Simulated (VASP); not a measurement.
Wanted: the native input for a VASP 6.6.1 run.

* Task: relaxation of cell and atoms
* Functional: PBE
* Potentials or basis: VASP PAW PBE potentials, release 64 (Ge_d)
* Cutoff: 600 eV
* k mesh: 8 × 8 × 6
* Occupations: gaussian, width 0.1 eV
* Spin: no spin polarisation
* Dipole correction: no
* Further INCAR settings: ALGO = Normal; EDIFF = 1e-06; IBRION = 2; EDIFFG = -0.04; NSW = 90; ISIF = 3

The structure of Ge lies in POSCAR:

```
Ge
1.0
    2.0411612900     -1.5034620600      0.0000000000
    2.0411612900      1.5034620600      0.0000000000
   -0.9907068300      0.0000000000      3.2856318300
Ge
1
Direct
    0.5000000000      0.5000000000      0.5000000000
```

One way to write it, as run:

INCAR

```
PREC = Accurate
ENCUT = 600
EDIFF = 1E-6
ISMEAR = 0
SIGMA = 0.1
LREAL = False
LASPH = True
NELM = 80
ALGO = Normal
ISIF = 3
LWAVE = False
LCHARG = False
GGA = PE
IBRION = 2
NSW = 90
EDIFFG = -0.04
```

KPOINTS

```
regular mesh
0
Gamma
  8 8 6
```

Potentials or basis: VASP PAW PBE potentials, release 64 (Ge_d).

The run is started by

```sh
$ cat potpaw_PBE.64/Ge_d/POTCAR > POTCAR
$ mpirun -np 1 vasp_std > vasp.out
```

Results of the run:

```yaml
Relaxed_volume: 19.90 Å³/atom
Relaxed_cell: a = 2.858 Å, b = 2.858 Å, c = 2.771 Å, α = 110.02°, β = 110.02°, γ = 78.51°
Space_group_after_relaxing_to_0.05_Å: C2/m (No. 12)
Energy_gained_by_relaxing: 312.6 meV/atom
Ionic_steps: 18
Pressure_after_relaxing: -0.1 GPa
Band_gap_on_the_k_mesh: zero (band 7 reaches 12.60 eV, above the bottom of band 8 at 4.23 eV)
```

Wall time 3.4 min on 1 thread of Intel(R) Xeon(R) Platinum 8259CL CPU @ 2.50GHz (Skylake/Cascade Lake), with other jobs on the host, peak memory 0.16 GiB.
